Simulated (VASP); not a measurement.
Here is a VASP 6.6.1 calculation.

The input POSCAR:

```
BC5
1.0
    2.5452621284      0.0000000000      0.0000000000
   -1.2726310642      2.2042616625      0.0000000000
    0.0000000000      0.0000000000      6.3720678805
B C
1 5
Direct
    0.3333333333      0.6666666667      0.0068948529
    0.3333333333      0.6666666667      0.2594938245
    0.6666666667      0.3333333333      0.3388180607
    0.0000000000      0.0000000000      0.6646633541
    0.6666666667      0.3333333333      0.5816300428
    0.0000000000      0.0000000000      0.8994988650
```

File INCAR.step1:

```
SYSTEM = BC5
  PREC = Accurate
  ENCUT = 520
  ISMEAR = 1
  SIGMA = 0.1
  LREAL = .False.
  LASPH = .True.
  NELM = 100
  NBANDS = 20
  GGA = PE
  ALGO = Normal
  EDIFF = 1E-4
  LWAVE = .True.
  LCHARG = .False.
```

The input INCAR.step2:

```
SYSTEM = BC5
  PREC = Accurate
  ENCUT = 520
  EDIFF = 1E-6
  ISMEAR = 1
  SIGMA = 0.1
  LREAL = .False.
  LASPH = .True.
  NELM = 100
  ALGO = Normal
  ISIF = 2
  LWAVE = .False.
  LCHARG = .False.
  METAGGA = R2SCAN
  LMIXTAU = .True.
  NBANDS = 20
  ISTART = 1
```

The input KPOINTS:

```
regular mesh
0
Gamma
  9 9 4
  0 0 0
```

Potentials or basis: VASP PAW PBE potentials, release 64 (B, C).

Launch:

```bash
$ cat potpaw_PBE.64/B/POTCAR potpaw_PBE.64/C/POTCAR > POTCAR
$ cp INCAR.step1 INCAR
$ mpirun -np 1 vasp_std > vasp.out
$ cp INCAR.step2 INCAR
$ mpirun -np 1 vasp_std > vasp.out
```

(1) What does it give for the pressure?

(2) Estimate the largest force.

Answers

(1) 0.9 GPa.

(2) 0.054 eV/Å.

Caveat: the PAW data sets were made with another functional, which shifts forces and pressure a little.
